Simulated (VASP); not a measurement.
# TaN (P-62m) in VASP: a series of runs, part 2 of 2

VASP 6.6.1. Earlier steps stand in the parts before.

**4. Single point, PBEsol (10.66 Å³/atom)**

File INCAR:

```
SYSTEM = TaN
ALGO     = Normal         ! electronic algorithm
EDIFF    = 1E-6           ! SCF threshold, eV
ENCUT    = 600            ! plane-wave cutoff, eV
GGA      = PS             ! functional
GGA_COMPAT= .FALSE.      
ISIF     = 2              ! what is computed and relaxed
ISMEAR   = -1             ! smearing method
LASPH    = .TRUE.         ! aspherical terms in the spheres
LCHARG   = .FALSE.        ! write CHGCAR
LREAL    = .FALSE.        ! projectors in reciprocal space
LWAVE    = .FALSE.        ! write WAVECAR
NBANDS   = 33             ! bands
NELM     = 120            ! most SCF steps
PREC     = Accurate       ! precision mode
SIGMA    = 0.01           ! smearing width, eV
```

File KPOINTS:

```
k-points
0
G
  6 6 9
  0 0 0
```

File POSCAR:

```
TaN
1.0
    5.0899302701      0.0000000000      0.0000000000
   -2.5449651350      4.4080089174      0.0000000000
    0.0000000000      0.0000000000      2.8515751625
Ta N
3 3
Direct
    0.3333333333      0.6666666667      0.5000000000
    0.6666666667      0.3333333333      0.5000000000
    0.0000000000      0.0000000000      0.0000000000
    0.3928500000      0.0000000000      0.0000000000
    0.6071500000      0.6071500000      0.0000000000
    0.0000000000      0.3928500000      0.0000000000
```

Potentials or basis: VASP PAW PBE potentials, release 64 (Ta_pv, N).

On the command line:

```console
$ cat potpaw_PBE.64/Ta_pv/POTCAR potpaw_PBE.64/N/POTCAR > POTCAR
$ mpirun -np 1 vasp_std > vasp.out
```

OUTCAR:

```text
SYSTEM = TaN
   EDIFF = 1E-6
   ENCUT = 600
   GGA = PS
   ISIF = 2
   ISMEAR = -1
   LASPH = .TRUE.
   LREAL = .FALSE.
   NELM = 120
   PREC = Accurate

 ion  position               nearest neighbor table
   1  0.333  0.667  0.500-   4 2.12   4 2.12   6 2.12   6 2.12   5 2.12   5 2.12   2 2.94   2 2.94
                             2 2.94   3 3.27   3 3.27   3 3.27   3 3.27   3 3.27   3 3.27
   2  0.667  0.333  0.500-   6 2.12   6 2.12   4 2.12   4 2.12   5 2.12   5 2.12   1 2.94   1 2.94
                             1 2.94   3 3.27   3 3.27   3 3.27   3 3.27   3 3.27   3 3.27
   3  0.000  0.000  0.000-   6 2.00   4 2.00   5 2.00   2 3.27   1 3.27   1 3.27   2 3.27   1 3.27
                             1 3.27   2 3.27   2 3.27   2 3.27   2 3.27   1 3.27   1 3.27
   4  0.393  0.000  0.000-   3 2.00   1 2.12   1 2.12   2 2.12   2 2.12
   5  0.607  0.607  0.000-   3 2.00   2 2.12   2 2.12   1 2.12   1 2.12
   6  0.000  0.393  0.000-   3 2.00   2 2.12   2 2.12   1 2.12   1 2.12

  LATTYP: Found a hexagonal cell.
 ALAT       =     5.0899302701
 C/A-ratio  =     0.5602385516

  Lattice vectors:

 A1 = (   5.0899302701,   0.0000000000,   0.0000000000)
 A2 = (  -2.5449651350,   4.4080089174,   0.0000000000)
 A3 = (   0.0000000000,   0.0000000000,   2.8515751625)

Analysis of symmetry for initial positions (statically):
[... 189 lines left out ...]
  band No.  band energies     occupation
      1     -27.3268      2.00000
      2     -27.3268      2.00000
      3     -26.9130      2.00000
      4     -26.9130      2.00000
      5     -26.6742      2.00000
      6     -26.5343      2.00000
[... 853 lines left out ...]
     32      12.9264      0.00000
     33      14.3806      0.00000

 [... further k-points ...]

------------------------ aborting loop because EDIFF is reached ----------------------------------------

  FORCE on cell =-STRESS in cart. coord.  units (eV):
  Direction    XX          YY          ZZ          XY          YZ          ZX
  --------------------------------------------------------------------------------------
  -------------------------------------------------------------------------------------
  Total        7.9500051      7.9500051      7.8970486      0.0000000      0.0000000     -0.0000000
  in kB      199.0851504    199.0851504    197.7590062      0.0000000      0.0000000     -0.0000000
  external PRESSURE =     198.6431023 kB  Pullay stress =       0.0000000 kB

 VOLUME and BASIS-vectors are now :
 -----------------------------------------------------------------------------
  energy-cutoff  :      600.00
  volume of cell :       63.98
      direct lattice vectors                 reciprocal lattice vectors
     5.089930270  0.000000000  0.000000000     0.196466346  0.113429898  0.000000000
    -2.544965135  4.408008917  0.000000000     0.000000000  0.226859795  0.000000000
     0.000000000  0.000000000  2.851575163     0.000000000  0.000000000  0.350683374

 POSITION                                       TOTAL-FORCE (eV/Angst)
 -----------------------------------------------------------------------------------
     -0.00000      2.93867      1.42579         0.000000     -0.000000     -0.000000
      2.54497      1.46934      1.42579         0.000000      0.000000     -0.000000
      0.00000      0.00000      0.00000         0.000000      0.000000     -0.000000
      1.99958      0.00000      0.00000         0.317863      0.000000      0.000000
      1.54518      2.67632      0.00000        -0.158931     -0.275277     -0.000000
     -0.99979      1.73169      0.00000        -0.158931      0.275277      0.000000
 -----------------------------------------------------------------------------------
    total drift:                                0.000000      0.000000      0.000000

  FREE ENERGIE OF THE ION-ELECTRON SYSTEM (eV)
  ---------------------------------------------------
  free  energy   TOTEN  =       -71.2338453497 eV

  energy  without entropy=      -71.2329156844  energy(sigma->0) =      -71.23338052
```

stdout:

```text
POSCAR found type information on POSCAR TaN
 POSCAR found :  2 types and       6 ions
 scaLAPACK will be used
 -----------------------------------------------------------------------------
|                                                                             |
|                                                                             |
|     You enforced a specific xc type in the INCAR file but a different       |
|     I HOPE YOU KNOW WHAT YOU ARE DOING!                                     |
|                                                                             |
 -----------------------------------------------------------------------------

 LDA part: xc-table for (Slater+PW92), standard interpolation
 POSCAR, INCAR and KPOINTS ok, starting setup
 FFT: planning ... GRIDC
 FFT: planning ... GRID_SOFT
 FFT: planning ... GRID
 WAVECAR not read
 entering main loop
```

Wall time 70 s (1 thread of Oxide Virtual Turin-like, shared host); peak memory 0.2 GiB.

What came out:

| Item | Value |
| --- | --- |
| Free energy | -71.2338 eV |
| Pressure | 19.9 GPa |
| Largest force | 0.318 eV/Å |
| Band gap on the k mesh | zero (bands 24 and 25 overlap by 3.30 eV) |

Forces in eV/Å, atoms in the order of the input:
```
Ta   0.000  0.000  0.000
Ta   0.000  0.000  0.000
Ta   0.000  0.000  0.000
N    0.318  0.000  0.000
N   -0.159 -0.275  0.000
N   -0.159  0.275  0.000
```

Stress tensor (GPa, compression positive):
```
19.91  0.00  0.00
 0.00 19.91  0.00
 0.00  0.00 19.78
```

Levels at points of the mesh, in eV from the Fermi level:
| k point | band 20 | band 21 | band 22 | band 23 | band 24 | band 25 | band 26 | band 27 | band 28 | band 29 |
| --- | --- | --- | --- | --- | --- | --- | --- | --- | --- | --- |
| (0.00, 0.00, 0.00) | -5.30 | -4.49 | -3.42 | -2.01 | -1.00 | -1.00 | 0.58 | 0.58 | 1.99 | 2.11 |
| (0.50, 0.00, 0.00) | -4.84 | -4.11 | -4.09 | -2.99 | -2.84 | 1.34 | 1.94 | 2.06 | 2.58 | 2.62 |

Caveat: the cell stands under pressure; the PAW data sets were made with another functional, which shifts forces and pressure a little; spin-orbit coupling is left out, which moves the levels of the heavy elements.

**5. Summary**

| cell | cutoff (eV) | gap on the mesh (eV) | pressure (GPa) | largest force (eV/Å) |
| --- | --- | --- | --- | --- |
| a = 5.040, b = 5.040, c = 2.911 Å, angles 90.0, 90.0, 120.0°, 6 atoms | 520 | none | 19.4 | 0.58 |
| a = 5.144, b = 5.144, c = 2.911 Å, angles 90.0, 90.0, 120.0°, 6 atoms | 520 | none | 3.7 | 0.19 |
| a = 5.090, b = 5.090, c = 2.852 Å, angles 90.0, 90.0, 120.0°, 6 atoms | 600 | none | 19.9 | 0.32 |

Alike in all rows: task single point; level PBEsol; potentials or basis VASP PAW PBE potentials, release 64 (Ta_pv, N); no spin polarisation; k mesh 6 × 6 × 9; smearing fermi-dirac 0.01 eV.

Caveats: the PAW data sets were made with another functional, which shifts forces and pressure a little; spin-orbit coupling is left out, which moves the levels of the heavy elements; the stress differs along the axes, from 8 to 25 GPa (at least some runs); the stress differs along the axes, from -0 to 6 GPa (at least some runs); the cell stands under pressure (at least some runs).

Absolute energies hang on the potentials; compare differences alone.
